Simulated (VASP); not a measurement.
# Cu (P2/m) in VASP: notebook

The runs below take Cu through single point, with PBEsol+D4.

All numbers are computed with VASP 6.6.1; they aren't measurements. Logs are shortened: lines on timing, memory, paths and dates and some standing lists are left out, and cuts for length are marked.

### 1 The cell of the first run

Symmetry: P2/m, No. 10, monoclinic system. The conventional cell has a = 11.334 Å, b = 2.193 Å, c = 21.770 Å, α = 90.00°, β = 101.93°, γ = 90.00°. Within 2.9 Å of Cu (site symmetry 2/m) lie 2 Cu at 2.19 Å.

### 2 Single point, PBEsol+D4

Input file INCAR:

```
SYSTEM = Cu
PREC = Accurate
ENCUT = 520
EDIFF = 1E-7
ISMEAR = 0
SIGMA = 0.15
LREAL = .FALSE.
LASPH = .TRUE.
NELM = 60
ALGO = Normal
ISIF = 2
LWAVE = .FALSE.
LCHARG = .FALSE.
GGA = PS
IVDW = 13
NBANDS = 12
```

Input file KPOINTS:

```
Automatic mesh
0
G
  3 13 2
  0 0 0
```

Input file POSCAR:

```
Cu
1.0
   11.3340600927      0.0000000000      0.0000000000
    0.0000000000      2.1925213836      0.0000000000
   -4.5018094313      0.0000000000     21.2995208412
Cu
1
Direct
    0.5000000000      0.5000000000      0.5000000000
```

Potentials or basis: VASP PAW PBE potentials, release 64 (Cu).

Launch:

```console
$ cat potpaw_PBE.64/Cu/POTCAR > POTCAR
$ mpirun -np 1 vasp_std > vasp.out
```

OUTCAR:

```text
SYSTEM = Cu
   PREC = Accurate
   ENCUT = 520
   EDIFF = 1E-7
   ISMEAR = 0
   LREAL = .FALSE.
   LASPH = .TRUE.
   NELM = 60
   ISIF = 2
   GGA = PS
   IVDW = 13

 ion  position               nearest neighbor table
   1  0.500  0.500  0.500-

  LATTYP: Found a simple monoclinic cell.
 ALAT       =    11.3340600927
 B/A-ratio  =     0.1934453643
 C/A-ratio  =     1.9207652137
 COS(beta)  =    -0.2067889433

  Lattice vectors:

 A1 = (  11.3340600927,   0.0000000000,   0.0000000000)
 A2 = (   0.0000000000,   2.1925213836,   0.0000000000)
 A3 = (  -4.5018094313,   0.0000000000,  21.2995208412)

Analysis of symmetry for initial positions (statically):
=====================================================================
 Subroutine PRICEL returns:
 Original cell was already a primitive cell.

 Routine SETGRP: Setting up the symmetry group for a
 simple monoclinic supercell.

 Subroutine GETGRP returns: Found  4 space group operations
 (whereof  4 operations were pure point group operations)
 out of a pool of  4 trial point group operations.

The static configuration has the point symmetry C_2h.

Analysis of symmetry for dynamics (positions and initial velocities):
=====================================================================
 Subroutine PRICEL returns:
 Original cell was already a primitive cell.

 Routine SETGRP: Setting up the symmetry group for a
 simple monoclinic supercell.

 Subroutine GETGRP returns: Found  4 space group operations
 (whereof  4 operations were pure point group operations)
 out of a pool of  4 trial point group operations.

The dynamic configuration has the point symmetry C_2h.

 Subroutine INISYM returns: Found  4 space group operations
 (whereof  4 operations are pure point group operations),
 and found     1 'primitive' translations

----------------------------------------------------------------------------------------

                                     Primitive cell

  volume of cell :     529.2967

  direct lattice vectors                    reciprocal lattice vectors
    11.334060093  0.000000000  0.000000000     0.088229636  0.000000000  0.018647979
     0.000000000  2.192521384  0.000000000     0.000000000  0.456095894  0.000000000
    -4.501809431  0.000000000 21.299520841     0.000000000  0.000000000  0.046949413

  length of vectors
    11.334060093  2.192521384 21.770068356     0.090178799  0.456095894  0.046949413

  position of ions in fractional coordinates (direct lattice)
     0.500000000  0.500000000  0.500000000

  ion indices of the primitive-cell ions
   primitive index   ion index
                 1           1

----------------------------------------------------------------------------------------

 KPOINTS: Automatic mesh

Automatic generation of k-mesh.
 Grid dimensions read from file:
 generate k-points for:    3   13    2

 Generating k-lattice:

  Cartesian coordinates                     Fractional coordinates (reciprocal lattice)
     0.029409879  0.000000000  0.006215993     0.333333333  0.000000000  0.000000000
     0.000000000  0.035084300  0.000000000     0.000000000  0.076923077  0.000000000
     0.000000000  0.000000000  0.023474706     0.000000000  0.000000000  0.500000000

  Length of vectors
     0.030059600  0.035084300  0.023474706

  Shift w.r.t. Gamma in fractional coordinates (k-lattice)
     0.000000000  0.000000000  0.000000000

 Subroutine IBZKPT returns following result:
 ===========================================

 Found     28 irreducible k-points:

 Following reciprocal coordinates:
            Coordinates               Weight
  0.000000  0.000000  0.000000      1.000000
  0.333333  0.000000  0.000000      2.000000
  0.000000  0.076923  0.000000      2.000000
  0.333333  0.076923  0.000000      4.000000
  0.000000  0.153846  0.000000      2.000000
  0.333333  0.153846  0.000000      4.000000
[... 16 lines left out ...]
  0.000000  0.307692  0.500000      2.000000
  0.333333  0.307692  0.500000      4.000000
 [... further k-points ...]
   k-points           NKPTS =     28   k-points in BZ     NKDIM =     28   number of bands    NBANDS=     12
   number of dos      NEDOS =    301   number of ions     NIONS =      1
   total plane-waves  NPLWV = 217728
   dimension x,y,z NGX =    84 NGY =   16 NGZ =  162
   dimension x,y,z NGXF=   168 NGYF=   32 NGZF=  324
   ions per type =               1
   NGX,Y,Z   is equivalent  to a cutoff of  12.32, 12.13, 12.37 a.u.
   NGXF,Y,Z  is equivalent  to a cutoff of  24.64, 24.26, 24.74 a.u.
 SYSTEM =  Cu
   PREC   = accura    normal or accurate (medium, high low for compatibility)
   ISTART =      0    job   : 0-new  1-cont  2-samecut
   ICHARG =      2    charge: 1-file 2-atom 10-const
   ISPIN  =      1    spin polarized calculation?
   LNONCOLLINEAR =      F non collinear calculations
   LSORBIT =      F    spin-orbit coupling
   LASPH  =      T    aspherical Exc in radial PAW
   ENCUT  =  520.0 eV  38.22 Ry    6.18 a.u.  21.07  4.08 40.48*2*pi/ulx,y,z
   NELM   =     60;   NELMIN=  2; NELMDL= -5     # of ELM steps
   EDIFF  = 0.1E-06   stopping-criterion for ELM
   LREAL  =      F    real-space projection
   EDIFFG = 0.1E-05   stopping-criterion for IOM
   NSW    =      0    number of steps for IOM
   IBRION =     -1    ionic relax: 0-MD 1-quasi-New 2-CG
   NFREE  =      0    steps in history (QN), initial steepest desc. (CG)
   ISIF   =      2    stress and relaxation
   ISYM   =      2    0-nonsym 1-usesym 2-fastsym
   POTIM  = 0.5000    time-step for ionic-motion
   TEBEG  =    0.0;   TEEND  =   0.0 temperature during run
   PSTRESS=    0.0 pullay stress
   NELECT =      11.0000    total number of electrons
   NUPDOWN=      -1.0000    fix difference up-down
   EMIN   =  10.00;   EMAX   =-10.00  energy-range for DOS
   EFERMI =   0.00;   METHOD = LEGACY
   ISMEAR =     0;   SIGMA  =   0.15  broadening in eV -4-tet -1-fermi 0-gaus
   EFERMI_NEDOS =   21; number of points for ismear=-14 and -15
   IALGO  =     38    algorithm
   IMIX   =      4    mixing-type and parameters
     AMIX     =   0.40;   BMIX     =  1.00
     AMIX_MAG =   1.60;   BMIX_MAG =  1.00
  volume/ion in A,a.u.               =     529.30      3571.87
  Fermi-wavevector in a.u.,A,eV,Ry     =   0.450097  0.850560  2.756366  0.202587
  Thomas-Fermi vector in A             =   1.430563
   LORBIT       =      0    0 simple, 1 ext, 2 COOP (PROOUT), +10 PAW based schemes
   GGA     = PS    functional components
   LHFCALC =     F    Hartree Fock is set to
   AEXX    =    0.0000 exact exchange contribution
   IVDW    =    13    specifies the selected vdW correction
   LEPSILON=     F    determine dielectric tensor
   LRPA    =     F    only Hartree local field effects (RPA)
 non-spin polarized calculation
 Gauss-broadening in eV      SIGMA  =   0.15
  energy-cutoff  :      520.00
  volume of cell :      529.30
 maximum number of plane-waves:     14362
   NGX = 43   NGY =  9   NGZ = 81

 number of electron      11.0000002 magnetization

 Free energy of the ion-electron system (eV)
  ---------------------------------------------------
  ext. energy  EPLUGINS =         0.00000000
  ---------------------------------------------------
  free energy    TOTEN  =        -1.94368488 eV

  energy without entropy =       -1.93070372  energy(sigma->0) =       -1.93719430

 E-fermi :  -4.9947     XC(G=0):  -0.7695

 val. band max:       -5.0854939753   @ k =   0.0000   0.0000   0.5000
 cond. band min:      -4.4382908021   @ k =   0.0000   0.3077   0.5000
 fundamental gap:      0.6472031732
 Fermi energy:        -4.9947197684

 k-point     1 :       0.0000    0.0000    0.0000
  band No.  band energies     occupation
      1      -8.8110      2.00000
      2      -6.3001      2.00000
      3      -6.0612      2.00000
      4      -6.0612      2.00000
      5      -5.0855      1.60792
      6      -5.0855      1.60791
      7      -2.1617      0.00000
      8      -2.1540      0.00000
      9       0.0435      0.00000
     10       0.4704      0.00000
     11       0.5450      0.00000
     12       1.0153      0.00000

 k-point     2 :       0.3333    0.0000    0.0000
  band No.  band energies     occupation
      1      -8.8110      2.00000
      2      -6.3000      2.00000
      3      -6.0612      2.00000
      4      -6.0612      2.00000
      5      -5.0855      1.60792
      6      -5.0855      1.60791
      7      -2.1646      0.00000
      8      -2.1605      0.00000
      9       0.2283      0.00000
     10       0.5506      0.00000
     11       0.6994      0.00000
     12       0.7087      0.00000

 k-point     3 :       0.0000    0.0769    0.0000
  band No.  band energies     occupation
      1      -8.5823      2.00000
      2      -6.2050      2.00000
      3      -6.0340      2.00000
      4      -6.0340      2.00000
      5      -5.2720      1.99106
      6      -5.2720      1.99106
      7      -1.8815      0.00000
      8      -1.8730      0.00000
      9       0.2255      0.00000
     10       0.6546      0.00000
     11       0.7350      0.00000
     12       1.1984      0.00000

 k-point     4 :       0.3333    0.0769    0.0000
  band No.  band energies     occupation
      1      -8.5823      2.00000
      2      -6.2050      2.00000
      3      -6.0340      2.00000
      4      -6.0340      2.00000
      5      -5.2720      1.99106
      6      -5.2720      1.99106
      7      -1.8848      0.00000
      8      -1.8803      0.00000
      9       0.4117      0.00000
     10       0.7369      0.00000
     11       0.8884      0.00000
     12       0.8932      0.00000

 k-point     5 :       0.0000    0.1538    0.0000
  band No.  band energies     occupation
      1      -7.9203      2.00000
      2      -5.9586      2.00000
      3      -5.9586      2.00000
      4      -5.9205      2.00000
      5      -5.6992      2.00000
      6      -5.6992      2.00000
      7      -1.1454      0.00000
      8      -1.1347      0.00000
      9       0.7719      0.00000
     10       1.2072      0.00000
     11       1.3022      0.00000
     12       1.7478      0.00000
[... 228 lines left out ...]
      1      -6.9331      2.00000
      2      -6.1820      2.00000
      3      -6.1820      2.00000
      4      -5.8525      2.00000
      5      -5.8525      2.00000
      6      -5.4111      1.99991
      7      -0.0698      0.00000
      8      -0.0567      0.00000
      9       1.7037      0.00000
     10       1.9956      0.00000
     11       2.4312      0.00000
     12       2.6609      0.00000

 k-point    22 :       0.3333    0.2308    0.5000
  band No.  band energies     occupation
      1      -6.9331      2.00000
      2      -6.1820      2.00000
      3      -6.1820      2.00000
      4      -5.8525      2.00000
      5      -5.8525      2.00000
      6      -5.4111      1.99991
      7      -0.0747      0.00000
      8      -0.0677      0.00000
      9       1.8958      0.00000
     10       2.1235      0.00000
     11       2.3818      0.00000
     12       2.4673      0.00000

 k-point    23 :       0.0000    0.3077    0.5000
  band No.  band energies     occupation
      1      -6.6129      2.00000
      2      -6.6129      2.00000
      3      -5.9799      2.00000
      4      -5.7401      2.00000
      5      -5.7401      2.00000
      6      -4.4383      0.00000
      7       1.3134      0.00000
      8       1.3284      0.00000
      9       2.9736      0.00000
     10       3.2951      0.00000
     11       3.7214      0.00000
     12       3.9678      0.00000

 k-point    24 :       0.3333    0.3077    0.5000
  band No.  band energies     occupation
      1      -6.6129      2.00000
      2      -6.6129      2.00000
      3      -5.9799      2.00000
      4      -5.7401      2.00000
      5      -5.7401      2.00000
      6      -4.4383      0.00000
      7       1.3077      0.00000
      8       1.3158      0.00000
      9       3.1660      0.00000
     10       3.4204      0.00000
     11       3.6812      0.00000
     12       3.7616      0.00000

 [... further k-points ...]

------------------------ aborting loop because EDIFF is reached ----------------------------------------

  DFT-D4 for vdW energy calculation

  Edisp (eV):   -0.01928

  FORCE on cell =-STRESS in cart. coord.  units (eV):
  Direction    XX          YY          ZZ          XY          YZ          ZX
  --------------------------------------------------------------------------------------
  -------------------------------------------------------------------------------------
  Total      -0.00957     1.03723    -0.00726     0.00000     0.00000     0.00011
  in kB      -0.02898     3.13967    -0.02198     0.00000     0.00000     0.00032
  external pressure =        1.03 kB  Pullay stress =        0.00 kB

 VOLUME and BASIS-vectors are now :
 -----------------------------------------------------------------------------
  energy-cutoff  :      520.00
  volume of cell :      529.30
      direct lattice vectors                 reciprocal lattice vectors
    11.334060093  0.000000000  0.000000000     0.088229636  0.000000000  0.018647979
     0.000000000  2.192521384  0.000000000     0.000000000  0.456095894  0.000000000
    -4.501809431  0.000000000 21.299520841     0.000000000  0.000000000  0.046949413

 POSITION                                       TOTAL-FORCE (eV/Angst)
 -----------------------------------------------------------------------------------
      3.41613      1.09626     10.64976         0.000000      0.000000      0.000000
 -----------------------------------------------------------------------------------
    total drift:                                0.000000     -0.000000     -0.000000

  FREE ENERGIE OF THE ION-ELECTRON SYSTEM (eV)
  ---------------------------------------------------
  free  energy   TOTEN  =        -1.9629630288 eV

  energy  without entropy=       -1.9499818657  energy(sigma->0) =       -1.95647245
```

Run time: 2.9 min. Hardware: 1 thread of Intel Xeon 6975P-C (Granite Rapids), shared host; peak memory 0.55 GiB.

Results:

| Property | Result |
| --- | --- |
| Free energy | -1.9630 eV |
| Pressure | 0.1 GPa |
| Dispersion energy per atom | -0.019 eV |

Caveat: the PAW data sets were made with another functional, which shifts forces and pressure a little; pairwise dispersion overbinds metals, which lowers pressure and volume.

### 3 Single point, PBEsol+D4

This run uses another cell than the first one, of 540.56 Å³/atom, 1.021 times its volume.

Input file INCAR:

```
  PREC = Accurate
  ENCUT = 520
  EDIFF = 1E-6
  ISMEAR = 0
  SIGMA = 0.15
  LREAL = False
  LASPH = True
  NELM = 60
  ALGO = Normal
  ISIF = 2
  LWAVE = False
  LCHARG = True
  GGA = PS
  IVDW = 13
  LELF = True
  LVHAR = True
  NBANDS = 12
```

Input file KPOINTS:

```
Automatic mesh
0
Gamma
  3 13 2
```

Input file POSCAR:

```
Cu
1.0
   11.4138800471      0.0000000000      0.0000000000
    0.0000000000      2.2079621837      0.0000000000
   -4.5335133592      0.0000000000     21.4495224090
Cu
1
Direct
    0.5000000000      0.5000000000      0.5000000000
```

Potentials or basis: VASP PAW PBE potentials, release 64 (Cu).

Launch:

```console
$ cat potpaw_PBE.64/Cu/POTCAR > POTCAR
$ mpirun -np 1 vasp_std > vasp.out
```

Run time: 2.3 min. Hardware: 1 thread of Intel Xeon 6975P-C (Granite Rapids), shared host; peak memory 0.6 GiB.

The run converged. Its results:

| Item | Value |
| --- | --- |
| Free energy | -1.9693 eV |
| Pressure | 0.1 GPa |
| Dispersion energy per atom | -0.019 eV |

Stress tensor (GPa, compression positive):
```
0.00 0.00 0.00
0.00 0.23 0.00
0.00 0.00 0.00
```

Levels at points of the mesh, in eV from the Fermi level:
| k point | band 2 | band 3 | band 4 | band 5 | band 6 | band 7 | band 8 | band 9 | band 10 | band 11 |
| --- | --- | --- | --- | --- | --- | --- | --- | --- | --- | --- |
| (0.00, 0.00, 0.00) | -1.27 | -1.03 | -1.03 | -0.09 | -0.09 | 2.86 | 2.87 | 5.04 | 5.45 | 5.54 |
| (0.00, 0.00, 0.50) | -1.27 | -1.03 | -1.03 | -0.09 | -0.09 | 2.86 | 2.87 | 5.07 | 5.30 | 5.77 |

Caveat: the PAW data sets were made with another functional, which shifts forces and pressure a little; pairwise dispersion overbinds metals, which lowers pressure and volume.

### 4 Single point, PBEsol+D4

This run uses another cell than the first one, of 551.82 Å³/atom, 1.043 times its volume.

Input file INCAR:

```
PREC = Accurate ; ENCUT = 520
EDIFF = 1E-6 ; ISMEAR = 0
SIGMA = 0.15 ; LREAL = F
LASPH = T ; NELM = 80
ALGO = Normal ; ISIF = 2
LWAVE = F ; LCHARG = F
GGA = PS ; IVDW = 13
NBANDS = 12
```

KPOINTS is that of step 3.

Input file POSCAR:

```
Cu
1.0
   11.4925989488      0.0000000000      0.0000000000
    0.0000000000      2.2231899903      0.0000000000
   -4.5647799566      0.0000000000     21.5974548244
Cu
1
Direct
    0.5000000000      0.5000000000      0.5000000000
```

Launch:

```console
$ cat potpaw_PBE.64/Cu/POTCAR > POTCAR
$ mpirun -np 1 vasp_std > vasp.out
```

It took 2.2 min on 1 thread of Intel Xeon 6975P-C (Granite Rapids), shared host; peak memory 0.64 GiB.

The run converged. Its results:

| Quantity | Value |
| --- | --- |
| Free energy | -1.9737 eV |
| Pressure | 0.0 GPa |
| Dispersion energy per atom | -0.019 eV |

Stress tensor (GPa, compression positive):
```
0.00 0.00 0.00
0.00 0.14 0.00
0.00 0.00 0.00
```

Levels at points of the mesh, in eV from the Fermi level:
| k point | band 2 | band 3 | band 4 | band 5 | band 6 | band 7 | band 8 | band 9 | band 10 | band 11 |
| --- | --- | --- | --- | --- | --- | --- | --- | --- | --- | --- |
| (0.00, 0.00, 0.00) | -1.23 | -1.00 | -1.00 | -0.09 | -0.09 | 2.88 | 2.89 | 5.05 | 5.46 | 5.54 |
| (0.00, 0.00, 0.50) | -1.23 | -1.00 | -1.00 | -0.09 | -0.09 | 2.88 | 2.89 | 5.08 | 5.31 | 5.77 |

Caveat: the PAW data sets were made with another functional, which shifts forces and pressure a little; pairwise dispersion overbinds metals, which lowers pressure and volume.

### 5 Overview

| cell | gap on the mesh (eV) | pressure (GPa) |
| --- | --- | --- |
| a = 11.334, b = 2.193, c = 21.770 Å, angles 90.0, 101.9, 90.0°, 1 atom | none | 0.1 |
| a = 11.414, b = 2.208, c = 21.923 Å, angles 90.0, 101.9, 90.0°, 1 atom | none | 0.1 |
| a = 11.493, b = 2.223, c = 22.075 Å, angles 90.0, 101.9, 90.0°, 1 atom | none | 0.0 |

Alike in all rows: task single point; level PBEsol+D4; potentials or basis VASP PAW PBE potentials, release 64 (Cu); no spin polarisation; k mesh 3 × 13 × 2; cutoff (eV) 520; smearing gaussian 0.15 eV.

Caveats: the PAW data sets were made with another functional, which shifts forces and pressure a little; pairwise dispersion overbinds metals, which lowers pressure and volume.

Total energies depend on the potentials used, so only differences within one code and one set of settings carry meaning.
